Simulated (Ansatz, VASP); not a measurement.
Ge in VASP and in Ansatz

```
Ge
1.0
     5.04700    2.91389    1.95270
    -5.04700    2.91389    1.95270
     0.00000   -5.82777    1.95270
Ge
8
Direct
  0.71602 0.71602 0.71602
  0.28398 0.28398 0.28398
  0.03029 0.72620 0.53379
  0.53379 0.03029 0.72620
  0.72620 0.53379 0.03029
  0.96971 0.27380 0.46621
  0.46621 0.96971 0.27380
  0.27380 0.46621 0.96971
```

Alike in both runs: task single point; functional PBEsol; k mesh 9 × 9 × 9; occupations gaussian, width 0.15 eV; no spin polarisation.

|  | VASP | Ansatz |
| --- | --- | --- |
| version | VASP 6.6.1 | Ansatz 0.2.0 |
| potentials or method | VASP PAW PBE potentials, release 64 (Ge_d), cutoff 520 eV | scalar-relativistic, plane waves, PAW |
| valence electrons in the cell | 112 | 112 |

Ansatz gave:

* gap on the k mesh at the Fermi level (eV): none
* pressure (GPa): -3.1
* traceless stress, the component that is largest in VASP (GPa): 1.95
* rms of the force components (eV/Å): 0.107

Q: Estimate VASP's values.

A: gap on the k mesh at the Fermi level (eV): none; pressure (GPa): -3.2; traceless stress, the component that is largest in VASP (GPa): 1.95; rms of the force components (eV/Å): 0.108.

VASP's potentials were made for PBE, not for PBEsol, and Ansatz warns of the same on its side. Atom by atom the forces differ by 0.001 eV/Å (rms over components). A gap of «none» marks a metal or a gap that the smearing closes. With one functional, cell and mesh, what is left measures potentials, basis and numerics.
